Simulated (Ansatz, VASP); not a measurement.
## Mg3GeSe: VASP beside Ansatz

The input INCAR:

```
SYSTEM = Mg3GeSe
ALGO = Normal ; EDIFF = 1E-6
ENCUT = 520 ; GGA = PE
ISIF = 2 ; ISMEAR = -1
LASPH = .TRUE. ; LCHARG = .FALSE.
LREAL = .FALSE. ; LWAVE = .FALSE.
NBANDS = 21 ; NELM = 100
PREC = Accurate ; SIGMA = 0.15
```

KPOINTS

```
k-points
0
G
  8 8 8
  0 0 0
```

File POSCAR:

```
Mg3GeSe
1.0
    4.7616000000      0.0000000000      0.0000000000
    0.0000000000      4.7616000000      0.0000000000
    0.0000000000      0.0000000000      4.7616000000
Ge Se Mg
1 1 3
Direct
    0.0000000000      0.0000000000      0.0000000000
    0.5000000000      0.5000000000      0.5000000000
    0.5000000000      0.5000000000      0.0000000000
    0.5000000000      0.0000000000      0.5000000000
    0.0000000000      0.5000000000      0.5000000000
```

Input for Ansatz:

```yaml
crystal:
  lattice:
    - [4.7616, 0.0, 0.0]
    - [0.0, 4.7616, 0.0]
    - [0.0, 0.0, 4.7616]
  atoms:
    - { symbol: Ge, position: [0.0, 0.0, 0.0] }
    - { symbol: Se, position: [0.5, 0.5, 0.5] }
    - { symbol: Mg, position: [0.5, 0.5, 0.0] }
    - { symbol: Mg, position: [0.5, 0.0, 0.5] }
    - { symbol: Mg, position: [0.0, 0.5, 0.5] }
basis:
  ecutwfc: 420
kpoints:
  mp_grid: { grid: [8, 8, 8] }
hamiltonian:
  xc: pbe
scf:
  occupations: { method: fermi_dirac, width: 0.15 }
output:
  forces: true
  stress: true
  eigenvalues: true
  write_density: true
  write_potential: true
  elf: true
  volumetric_format: npy
```

Alike in both runs: task single point; functional PBE; k mesh 8 × 8 × 8; occupations fermi-dirac, width 0.15 eV; no spin polarisation.

```csv
,VASP,Ansatz
version,VASP 6.6.1,Ansatz 0.2.0
potentials or method,"VASP PAW PBE potentials, release 64 (Ge_d, Se, Mg), cutoff 520 eV","scalar-relativistic, plane waves, PAW"
valence electrons in the cell,26,60
```

```csv
,VASP,Ansatz,Ansatz less VASP
gap on the k mesh at the Fermi level (eV),none,none,-
pressure (GPa),6.5,6.5,+0.03
```

A gap of «none» marks a metal or a gap that the smearing closes. VASP's potentials hold 26 valence electrons a cell and Ansatz's 60, so a difference there can come from the potentials and not from the codes.
